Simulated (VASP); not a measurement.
ZrC: electric field gradients with PBE

The system is ZrC.

```
Zr C
1.0
     0.00000    2.37348    2.37348
     2.37348    0.00000    2.37348
     2.37348    2.37348    0.00000
Zr C
1 1
Cartesian
  2.3735 2.3735 2.3735
  0.0000 0.0000 0.0000
```

This cell differs from its parent crystal: volume scaled by 1.03.

```
Program                : VASP 6.6.1
Task                   : electric field gradients
Functional             : PBE
Potentials or basis    : VASP PAW PBE potentials, release 64 (Zr_sv, C)
Cutoff                 : 520 eV
k mesh                 : 15 × 15 × 15
Occupations            : fermi-dirac, width 0.05 eV
Spin                   : no spin polarisation
Dipole correction      : no
Further INCAR settings : ALGO = Normal; EDIFF = 1e-08; NBANDS = 15
```

```
Pressure               : -4.9 GPa
Band gap on the k mesh : zero (band 8 reaches 10.20 eV, above the bottom of band 9 at 8.91 eV)
```

Levels at points of the mesh, in eV from the Fermi level:
```csv
k point,band 4,band 5,band 6,band 7,band 8,band 9,band 10,band 11,band 12,band 13
"(0.00, 0.00, 0.00)",-25.94,-11.19,0.94,0.94,0.94,1.09,1.09,1.09,2.74,2.74
```

Wall time 64 s on 1 thread of AMD EPYC 7R13 Processor (Zen 3), on a shared host, peak memory 0.16 GiB.

Caveat: without QUAD_EFG the Cq values of the log hold for a quadrupole moment of 1 mb, not for the nuclei.
